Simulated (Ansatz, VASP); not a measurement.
# One calculation of ZrHCl4, two programs

INCAR

```
  ALGO = Normal
  EDIFF = 1E-6
  ENCUT = 520
  GGA = PE
  ISIF = 2
  ISMEAR = 0
  LASPH = T
  LCHARG = F
  LREAL = F
  LWAVE = F
  NBANDS = 30
  NELM = 60
  PREC = Accurate
  SIGMA = 0.1
```

File KPOINTS:

```
k-points
0
Gamma
  4 4 4
```

POSCAR

```
ZrHCl4
1.0
    4.1597025000      0.0000000000      0.0000000000
    0.0000000000      4.1597025000      0.0000000000
    0.0000000000      0.0000000000      7.3109406500
Zr H Cl
1 1 4
Direct
    0.0000000000      0.0000000000      0.0000000000
    0.5000000000      0.5000000000      0.5000000000
    0.5000000000      0.0000000000      0.0000000000
    0.0000000000      0.5000000000      0.0000000000
    0.0000000000      0.0000000000      0.2737000000
    0.0000000000      0.0000000000      0.7263000000
```

Input for Ansatz:

```yaml
crystal:
  lattice:
    - [4.1597025, 0.0, 0.0]
    - [0.0, 4.1597025, 0.0]
    - [0.0, 0.0, 7.31094065]
  atoms:
    - { symbol: Zr, position: [0.0, 0.0, 0.0] }
    - { symbol: H, position: [0.5, 0.5, 0.5] }
    - { symbol: Cl, position: [0.5, 0.0, 0.0] }
    - { symbol: Cl, position: [0.0, 0.5, 0.0] }
    - { symbol: Cl, position: [0.0, 0.0, 0.2737] }
    - { symbol: Cl, position: [0.0, 0.0, 0.7263] }
basis:
  ecutwfc: 420
kpoints:
  mp_grid: { grid: [4, 4, 4] }
hamiltonian:
  xc: pbe
scf:
  occupations: { method: gaussian, width: 0.1 }
  lower_state_search: "off"
output:
  forces: true
  stress: true
  eigenvalues: true
```

Change from the starting cell: species swapped into the AlTlF4 type (P4/mmm, No. 123).

Alike in both runs: task single point; functional PBE; k mesh 4 × 4 × 4; occupations gaussian, width 0.1 eV; no spin polarisation.

```csv
,VASP,Ansatz
version,VASP 6.6.1,Ansatz 0.2.0
potentials or method,"VASP PAW PBE potentials, release 64 (Zr_sv, H, Cl), cutoff 520 eV","scalar-relativistic, plane waves, PAW"
valence electrons in the cell,41,41
```

```tsv
	VASP	Ansatz	Ansatz less VASP
gap on the k mesh at the Fermi level (eV)	none	none	-
rms of the force components (eV/Å)	4.480	4.530	+0.0506
```

Atom by atom the forces differ by 0.051 eV/Å (rms over components). A gap of «none» marks a metal or a gap that the smearing closes. With one functional, cell and mesh, what is left measures potentials, basis and numerics.

The k mesh is coarse, so the values compare programs but aren't converged.
